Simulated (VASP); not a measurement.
Wanted: the native input for a VASP 6.6.1 run.

```yaml
Task: single point
Functional: revPBE
Potentials_or_basis: VASP PAW PBE potentials, release 64 (Ag, B)
Cutoff: 520 eV
k_mesh: 10 × 10 × 8
Occupations: gaussian, width 0.05 eV
Spin: no spin polarisation
Dipole_correction: no
Further_INCAR_settings: ALGO = Normal; EDIFF = 1e-06; NBANDS = 16
```

The structure of AgB2 lies in POSCAR:

```
AgB2
1.0
    3.0041558676      0.0000000000      0.0000000000
   -1.5020779338      2.6016752983      0.0000000000
    0.0000000000      0.0000000000      4.0341397592
Ag B
1 2
Direct
    0.0000000000      0.0000000000      0.0000000000
    0.3333333333      0.6666666667      0.5000000000
    0.6666666667      0.3333333333      0.5000000000
```

This cell differs from its parent crystal: volume scaled by 0.96.

The input as run:

INCAR

```
ALGO     = Normal         # electronic algorithm
EDIFF    = 1E-6           # SCF threshold, eV
ENCUT    = 520            # plane-wave cutoff, eV
GGA      = RE             # functional
ISIF     = 2              # what is computed and relaxed
ISMEAR   = 0              # smearing method
LASPH    = T              # aspherical terms in the spheres
LCHARG   = T              # write CHGCAR
LELF     = T              # ELF
LREAL    = F              # projectors in reciprocal space
LVHAR    = T            
LWAVE    = F              # write WAVECAR
NBANDS   = 16             # bands
NELM     = 80             # most SCF steps
PREC     = Accurate       # precision mode
SIGMA    = 0.05           # smearing width, eV
```

KPOINTS

```
k-points
0
Gamma
  10 10 8
```

Potentials or basis: VASP PAW PBE potentials, release 64 (Ag, B).

Command:

```console
$ cat potpaw_PBE.64/Ag/POTCAR potpaw_PBE.64/B/POTCAR > POTCAR
$ mpirun -np 1 vasp_std > vasp.out
```

It gave:

| Quantity | Value |
| --- | --- |
| Pressure | 5.8 GPa |

Caveat: the PAW data sets were made with another functional, which shifts forces and pressure a little.

It took 55 s on 1 thread of AMD EPYC 7R13, on a shared host, peak memory 0.14 GiB.
